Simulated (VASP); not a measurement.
# C (Fd-3m) in VASP: settings compared, part 2 of 2

VASP 6.6.1. The steps go on from the part before.

### Step 3. Single point, PBEsol+D3(BJ)

File INCAR:

```
ALGO = Normal ; EDIFF = 1E-7
ENCUT = 520 ; GGA = PS
ISIF = 2 ; ISMEAR = -1
IVDW = 12 ; LASPH = True
LCHARG = True ; LELF = True
LREAL = False ; LVHAR = True
LWAVE = False ; NBANDS = 11
NELM = 100 ; PREC = Accurate
SIGMA = 0.05
```

File KPOINTS:

```
k-points
0
Gamma
  13 13 13
```

File POSCAR:

```
C
1.0
    0.0000000000      1.7730605950      1.7730605950
    1.7730605950      0.0000000000      1.7730605950
    1.7730605950      1.7730605950      0.0000000000
C
2
Direct
    0.7500000000      0.7500000000      0.7500000000
    0.5000000000      0.5000000000      0.5000000000
```

Potentials or basis: VASP PAW PBE potentials, release 64 (C).

On the command line:

```bash
$ cat potpaw_PBE.64/C/POTCAR > POTCAR
$ mpirun -np 1 vasp_std > vasp.out
```

Run time: 5.8 s. Hardware: 1 thread of Intel Xeon Platinum 8559C (Emerald Rapids), shared host; peak memory 0.13 GiB.

Results (log left out):

```yaml
Free_energy: -19.5123 eV
Pressure: 0.2 GPa
Band_gap_on_the_k_mesh: 4.05 eV (least direct gap 5.59 eV)
Dispersion_energy_per_atom: -0.132 eV
```

Levels at points of the mesh, in eV from the valence-band top:
```tsv
k point	band 1	band 2	band 3	band 4	band 5	band 6	band 7	band 8
(0.00, 0.00, 0.00)	-21.76	0.00	0.00	0.00	5.59	5.59	5.59	13.77
```

Caveat: three body term missing; the PAW data sets were made with another functional, which shifts forces and pressure a little; an odd mesh through Γ misses points on the zone boundary, where band edges can lie. As with any semilocal functional, this PBEsol gap is likely too small.

### Step 4. Single point, PBEsol+D3(BJ)

This run uses another cell than the first one, of 5.67 Å³/atom.

File INCAR:

```
SYSTEM = C
ALGO = Normal
EDIFF = 1E-7
ENCUT = 520
GGA = PS
ISIF = 2
ISMEAR = -1
IVDW = 12
LASPH = .TRUE.
LCHARG = .TRUE.
LELF = .TRUE.
LREAL = .FALSE.
LVHAR = .TRUE.
LWAVE = .FALSE.
NBANDS = 11
NELM = 60
PREC = Accurate
SIGMA = 0.05
```

File KPOINTS:

```
k-points
0
G
  13 13 13
  0 0 0
```

File POSCAR:

```
C
1.0
    0.0000000000      1.7833700000      1.7833700000
    1.7833700000      0.0000000000      1.7833700000
    1.7833700000      1.7833700000      0.0000000000
C
2
Direct
    0.7500000000      0.7500000000      0.7500000000
    0.5000000000      0.5000000000      0.5000000000
```

Potentials or basis: VASP PAW PBE potentials, release 64 (C).

On the command line:

```bash
$ cat potpaw_PBE.64/C/POTCAR > POTCAR
$ mpirun -np 1 vasp_std > vasp.out
```

OUTCAR:

```text
SYSTEM = C
   EDIFF = 1E-7
   ENCUT = 520
   GGA = PS
   ISIF = 2
   ISMEAR = -1
   IVDW = 12
   LASPH = .TRUE.
   LREAL = .FALSE.
   NELM = 60
   PREC = Accurate
 IVDW          = 12

 ion  position               nearest neighbor table
   1  0.750  0.750  0.750-   2 1.54   2 1.54   2 1.54   2 1.54
   2  0.500  0.500  0.500-   1 1.54   1 1.54   1 1.54   1 1.54

  LATTYP: Found a face centered cubic cell.
 ALAT       =     3.5667400000

  Lattice vectors:

[... 522 lines left out ...]
 [... further k-points ...]

------------------------ aborting loop because EDIFF is reached ----------------------------------------

 Edisp (eV)   -0.25920

 E8    (eV) :    -0.1255

  FORCE on cell =-STRESS in cart. coord.  units (eV):
  Direction    XX          YY          ZZ          XY          YZ          ZX
  --------------------------------------------------------------------------------------
  -------------------------------------------------------------------------------------
  Total      -0.52890    -0.52890    -0.52890     0.00000     0.00000     0.00000
  in kB     -74.70199   -74.70199   -74.70199     0.00000     0.00000     0.00000
  external pressure =      -74.70 kB  Pullay stress =        0.00 kB

 VOLUME and BASIS-vectors are now :
 -----------------------------------------------------------------------------
  energy-cutoff  :      520.00
  volume of cell :       11.34
      direct lattice vectors                 reciprocal lattice vectors
     0.000000000  1.783370000  1.783370000    -0.280368067  0.280368067  0.280368067
     1.783370000  0.000000000  1.783370000     0.280368067 -0.280368067  0.280368067
     1.783370000  1.783370000  0.000000000     0.280368067  0.280368067 -0.280368067

 POSITION                                       TOTAL-FORCE (eV/Angst)
 -----------------------------------------------------------------------------------
      2.67505      2.67505      2.67505         0.000000      0.000000      0.000000
      1.78337      1.78337      1.78337        -0.000000     -0.000000     -0.000000
 -----------------------------------------------------------------------------------
    total drift:                                0.000000     -0.000000      0.000000

  FREE ENERGIE OF THE ION-ELECTRON SYSTEM (eV)
  ---------------------------------------------------
  free  energy   TOTEN  =       -19.5080571106 eV

  energy  without entropy=      -19.5080571105  energy(sigma->0) =      -19.50805711
```

stdout:

```text
POSCAR found type information on POSCAR C
 POSCAR found :  1 types and       2 ions
 scaLAPACK will be used
 -----------------------------------------------------------------------------
|                                                                             |
|                                                                             |
|     You enforced a specific xc type in the INCAR file but a different       |
|     I HOPE YOU KNOW WHAT YOU ARE DOING!                                     |
|                                                                             |
 -----------------------------------------------------------------------------

 LDA part: xc-table for (Slater+PW92), standard interpolation
 POSCAR, INCAR and KPOINTS ok, starting setup
 FFT: planning ... GRIDC
 FFT: planning ... GRID_SOFT
 FFT: planning ... GRID
 WAVECAR not read
 entering main loop
```

Run time: 5.7 s. Hardware: 1 thread of Intel Xeon Platinum 8559C (Emerald Rapids), shared host; peak memory 0.13 GiB.

What came out:

```yaml
Free_energy: -19.5081 eV
Pressure: -7.5 GPa
Band_gap_on_the_k_mesh: 4.01 eV (least direct gap 5.54 eV)
Dispersion_energy_per_atom: -0.130 eV
```

Levels at points of the mesh, in eV from the valence-band top:
| k point | band 1 | band 2 | band 3 | band 4 | band 5 | band 6 | band 7 | band 8 |
| --- | --- | --- | --- | --- | --- | --- | --- | --- |
| (0.00, 0.00, 0.00) | -21.52 | 0.00 | 0.00 | 0.00 | 5.54 | 5.54 | 5.54 | 13.37 |

Caveat: three body term missing; the cell stands under tension; the PAW data sets were made with another functional, which shifts forces and pressure a little; an odd mesh through Γ misses points on the zone boundary, where band edges can lie.

### Step 5. Single point, PBEsol+D4

File INCAR:

```
PREC     = Accurate       # precision mode
ENCUT    = 520            # plane-wave cutoff, eV
EDIFF    = 1E-6           # SCF threshold, eV
ISMEAR   = -1             # smearing method
SIGMA    = 0.05           # smearing width, eV
LREAL    = F              # projectors in reciprocal space
LASPH    = T              # aspherical terms in the spheres
NELM     = 100            # most SCF steps
ALGO     = Normal         # electronic algorithm
ISIF     = 2              # what is computed and relaxed
LWAVE    = F              # write WAVECAR
LCHARG   = F              # write CHGCAR
GGA      = PS             # functional
IVDW     = 13             # dispersion correction
NBANDS   = 11             # bands
```

File KPOINTS:

```
Automatic mesh
0
Gamma
  13 13 13
```

File POSCAR:

```
C
1.0
    0.0000000000      1.7728545540      1.7728545540
    1.7728545540      0.0000000000      1.7728545540
    1.7728545540      1.7728545540      0.0000000000
C
2
Direct
    0.7500000000      0.7500000000      0.7500000000
    0.5000000000      0.5000000000      0.5000000000
```

On the command line:

```bash
$ cat potpaw_PBE.64/C/POTCAR > POTCAR
$ mpirun -np 1 vasp_std > vasp.out
```

It took 7.3 s on 1 thread of Intel Xeon Platinum 8559C (Emerald Rapids), shared host; peak memory 0.12 GiB.

It converged, with:

- Free energy: -19.4899 eV
- Pressure: 1.1 GPa
- Band gap on the k mesh: 4.05 eV (least direct gap 5.59 eV)
- Dispersion energy per atom: -0.121 eV

Levels at points of the mesh, in eV from the valence-band top:
```tsv
k point	band 2	band 3	band 4	band 5	band 6	band 7
(0.00, 0.00, 0.00)	0.00	0.00	0.00	5.59	5.59	5.59
```

Caveat: the PAW data sets were made with another functional, which shifts forces and pressure a little; an odd mesh through Γ misses points on the zone boundary, where band edges can lie. As with any semilocal functional, this PBEsol gap is likely too small.

### Step 6. The runs side by side

```tsv
level	cell	gap on the mesh (eV)	pressure (GPa)
PBEsol+D3(BJ)	a = 2.506 Å, angles 60.0°, 2 atoms	4.05	1.1
PBEsol+D3(BJ)	a = 2.507 Å, angles 60.0°, 2 atoms	4.05	0.2
PBEsol+D3(BJ)	a = 2.522 Å, angles 60.0°, 2 atoms	4.01	-7.5
PBEsol+D4	a = 2.507 Å, angles 60.0°, 2 atoms	4.05	1.1
```

Alike in all rows: task single point; potentials or basis VASP PAW PBE potentials, release 64 (C); no spin polarisation; k mesh 13 × 13 × 13; cutoff (eV) 520; smearing fermi-dirac 0.05 eV.

The pressure there spans 0.2 GPa (PBEsol+D3(BJ)) to 1.1 GPa (PBEsol+D3(BJ)); a positive pressure means that this level wants a larger cell, a negative one a smaller.

Caveats: the PAW data sets were made with another functional, which shifts forces and pressure a little; an odd mesh through Γ misses points on the zone boundary, where band edges can lie; three body term missing (at least some runs); the cell stands under tension (at least some runs).

Absolute energies hang on the potentials; compare differences alone.
